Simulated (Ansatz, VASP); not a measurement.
**PtS2: VASP beside Ansatz**

Contents of INCAR:

```
PREC = Accurate
ENCUT = 520
EDIFF = 1E-6
ISMEAR = 0
SIGMA = 0.05
LREAL = F
LASPH = T
NELM = 100
ALGO = Normal
ISIF = 2
LWAVE = F
LCHARG = F
GGA = PS
NBANDS = 18
```

KPOINTS

```
regular mesh
0
Gamma
  12 12 8
```

File POSCAR:

```
PtS2
1.0
    3.5431994758      0.0000000000      0.0000000000
   -1.7715997379      3.0685007567      0.0000000000
    0.0000000000      0.0000000000      5.0388000000
Pt S
1 2
Direct
    0.0000000000      0.0000000000      0.0000000000
    0.3459853937      0.6321005950      0.2500000000
    0.6793187270      0.2987672616      0.7500000000
```

Input for Ansatz:

```yaml
crystal:
  lattice:
    - [3.5431994758, 0.0, 0.0]
    - [-1.7715997379, 3.0685007567, 0.0]
    - [0.0, 0.0, 5.0388]
  atoms:
    - { symbol: Pt, position: [0.0, 0.0, 0.0] }
    - { symbol: S, position: [0.3459853937, 0.632100595, 0.25] }
    - { symbol: S, position: [0.679318727, 0.2987672616, 0.75] }
basis:
  ecutwfc: 420
kpoints:
  mp_grid: { grid: [12, 12, 8] }
hamiltonian:
  xc: pbesol
scf:
  occupations: { method: gaussian, width: 0.05 }
output:
  forces: true
  stress: true
  eigenvalues: true
```

Change from the starting cell: all S atoms moved +0.150 Å, as atom 2 along Cartesian [1 -1 0].

Alike in both runs: task single point; functional PBEsol; k mesh 12 × 12 × 8; occupations gaussian, width 0.05 eV; no spin polarisation.

|  | VASP | Ansatz |
| --- | --- | --- |
| version | VASP 6.6.1 | Ansatz 0.2.0 |
| potentials or method | VASP PAW PBE potentials, release 64 (Pt, S), cutoff 520 eV | scalar-relativistic, plane waves, PAW |
| valence electrons in the cell | 22 | 30 |

|  | VASP | Ansatz | Ansatz less VASP |
| --- | --- | --- | --- |
| gap on the k mesh at the Fermi level (eV) | 0.47 | 0.47 | -0.005 |
| least direct gap on the mesh (eV) | 0.76 | 0.75 | -0.010 |
| pressure (GPa) | -1.5 | -1.3 | +0.23 |
| traceless stress, the component that is largest in VASP (GPa) | -1.72 | -1.82 | -0.100 |
| rms of the force components (eV/Å) | 0.995 | 0.992 | -0.0035 |

VASP's potentials were made for PBE, not for PBEsol. Atom by atom the forces differ by 0.011 eV/Å (rms over components). With one functional, cell and mesh, what is left measures potentials, basis and numerics. VASP's potentials hold 22 valence electrons a cell and Ansatz's 30, so a difference there can come from the potentials and not from the codes.

Neither program's run includes spin-orbit coupling.
